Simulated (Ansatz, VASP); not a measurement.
**One calculation of Ta2Bi2O, two programs**

INCAR

```
SYSTEM = Ta2Bi2O
PREC = Accurate
ENCUT = 600
EDIFF = 1E-6
ISMEAR = 0
SIGMA = 0.1
LREAL = .False.
LASPH = .True.
NELM = 80
ALGO = Normal
ISIF = 3
LWAVE = .False.
LCHARG = .False.
GGA = PE
IBRION = 2
NSW = 90
EDIFFG = -0.04
```

KPOINTS

```
Automatic mesh
0
Gamma
  6 6 2
  0 0 0
```

POSCAR

```
Ta2Bi2O
1.0
    4.2311517000      0.0000000000      0.0000000000
   -2.1155758500      3.6642848600      0.0000000000
    0.0000000000      0.0000000000      7.6999560300
Ta Bi O
2 2 1
Direct
    0.0000000000      0.0000000000      0.3595722300
    0.0000000000      0.0000000000      0.0762660300
    0.3333333300      0.6666666700      0.7877436000
    0.6666666700      0.3333333300      0.7877436000
    0.0000000000      0.0000000000      0.7187254700
```

Input for Ansatz:

```yaml
crystal:
  lattice:
    - [4.2311517, 0.0, 0.0]
    - [-2.11557585, 3.66428486, 0.0]
    - [0.0, 0.0, 7.69995603]
  atoms:
    - { symbol: Ta, position: [0.0, 0.0, 0.35957223] }
    - { symbol: Ta, position: [0.0, 0.0, 0.07626603] }
    - { symbol: Bi, position: [0.33333333, 0.66666667, 0.7877436] }
    - { symbol: Bi, position: [0.66666667, 0.33333333, 0.7877436] }
    - { symbol: O, position: [0.0, 0.0, 0.71872547] }
basis:
  ecutwfc: 420
kpoints:
  mp_grid: { grid: [6, 6, 2] }
hamiltonian:
  xc: pbe
scf:
  occupations: { method: gaussian, width: 0.1 }
  lower_state_search: "off"
output:
  forces: true
  stress: true
  eigenvalues: true
relax:
  adjacent_minimum: "off"
  f_tol: 0.04
  max_steps: 70
  cell: { stress_tol: 0.4 }
```

Alike in both runs: task relaxation of cell and atoms; functional PBE; k mesh 6 × 6 × 2; occupations gaussian, width 0.1 eV; no spin polarisation.

|  | VASP | Ansatz |
| --- | --- | --- |
| version | VASP 6.6.1 | Ansatz 0.2.0 |
| potentials or method | VASP PAW PBE potentials, release 64 (Ta_pv, Bi_d, O), cutoff 600 eV | scalar-relativistic, plane waves, PAW |
| valence electrons in the cell | 58 | 62 |

|  | VASP | Ansatz | Ansatz less VASP |
| --- | --- | --- | --- |
| gap on the k mesh at the Fermi level, each at its own relaxed structure (eV) | none | none | - |
| relaxed volume (Å³/atom) | 30.67 | 30.83 | +0.166 |
| relaxed length of the cell vector where the two differ most in proportion (Å) | 5.240 | 5.257 | +0.0171 |

A gap of «none» marks a metal or a gap that the smearing closes. VASP's potentials hold 58 valence electrons a cell and Ansatz's 62, so a difference there can come from the potentials and not from the codes.

The k mesh is coarse, so the values compare programs but aren't converged. Spin-orbit coupling is off throughout. Noted on VASP's run: the volume moved by over 15 % at a fixed basis, so the end points are rough.
